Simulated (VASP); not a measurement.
Here is a VASP 6.6.1 calculation.

The input INCAR:

```
SYSTEM = BN
ALGO = Normal
EDIFF = 1E-8
ENCUT = 520
GGA = PS
ISIF = 2
ISMEAR = -1
LASPH = .True.
LCHARG = .False.
LEFG = .True.
LREAL = .False.
LWAVE = .False.
NBANDS = 16
NELM = 60
PREC = Accurate
SIGMA = 0.02
```

Contents of KPOINTS:

```
k-points
0
Gamma
  11 11 4
  0 0 0
```

POSCAR

```
BN
1.0
    2.5039917043      0.0000000000      0.0000000000
   -1.2519958522      2.1685204268      0.0000000000
    0.0000000000      0.0000000000      6.8610360000
B N
2 2
Direct
    0.3333333333      0.6666666667      0.2500000000
    0.6666666667      0.3333333333      0.7500000000
    0.3333333333      0.6666666667      0.7500000000
    0.6666666667      0.3333333333      0.2500000000
```

Potentials or basis: VASP PAW PBE potentials, release 64 (B, N).

The run is started by

```console
$ cat potpaw_PBE.64/B/POTCAR potpaw_PBE.64/N/POTCAR > POTCAR
$ mpirun -np 1 vasp_std > vasp.out
```

Q: Predict the band gap on the k mesh.

A: 4.28 eV, indirect (least direct gap 4.62 eV).

Q: What does it give for the pressure?

A: 0.5 GPa.

Stress tensor (GPa, compression positive):
```
0.68 0.00 0.00
0.00 0.68 0.00
0.00 0.00 0.16
```

Caveat: the cell differs from its parent crystal (zz strain of +3 %); without QUAD_EFG the Cq values of the log hold for a quadrupole moment of 1 mb, not for the nuclei; the PAW data sets were made with another functional, which shifts forces and pressure a little; this functional lacks dispersion, which binds the layers, so the pressure and a relaxed spacing across them are unreliable. A k mesh can miss the band edges.
